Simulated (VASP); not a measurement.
Input of a VASP 6.6.1 run:

INCAR

```
ALGO = Normal ; EDIFF = 1E-6
ENCUT = 520 ; GGA = CA
ISIF = 2 ; ISMEAR = -1
LASPH = T ; LCHARG = F
LREAL = F ; LWAVE = F
NBANDS = 12 ; NELM = 100
PREC = Accurate ; SIGMA = 0.05
```

File KPOINTS:

```
k-points
0
Gamma
  14 14 14
```

POSCAR

```
In
1.0
   -1.6041723059      1.6041723059      2.4405141445
    1.6041723059     -1.6041723059      2.4405141445
    1.6041723059      1.6041723059     -2.4405141445
In
1
Direct
    0.0000000000      0.0000000000      0.0000000000
```

Potentials or basis: VASP PAW LDA potentials, release 64 (In_d).

The run is started by

```sh
$ cat potpaw_LDA.64/In_d/POTCAR > POTCAR
$ mpirun -np 1 vasp_std > vasp.out
```

Question: Predict the pressure.

Answer: -1.0 GPa.

Stress tensor (GPa, compression positive):
```
-1.18  0.00  0.00
 0.00 -1.18  0.00
 0.00  0.00 -0.65
```
